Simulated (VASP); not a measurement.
The system is Si.

```
Si
1.0
     0.00000    2.72273    2.72273
     2.72273    0.00000    2.72273
     2.72273    2.72273    0.00000
Si
2
Direct
  0.50000 0.50000 0.50000
  0.75000 0.75000 0.75000
```

Program: VASP 6.6.1. Alike in all runs: task single point; level r2SCAN; potentials or basis VASP PAW PBE potentials, release 64 (Si); no spin polarisation; cell as given; cutoff (eV) 520.

Order these runs on this cell by their pressure, lowest first.
A. k mesh 3 × 3 × 3; smearing fermi-dirac 0.05 eV
B. k mesh 10 × 10 × 10; smearing methfessel-paxton 0.2 eV
C. k mesh 2 × 2 × 2; smearing fermi-dirac 0.05 eV

B (-0.3 GPa), A (1.6 GPa), C (7.3 GPa).

Caveats: some runs use coarse meshes; the PAW data sets were made with another functional, which shifts forces and pressure a little.
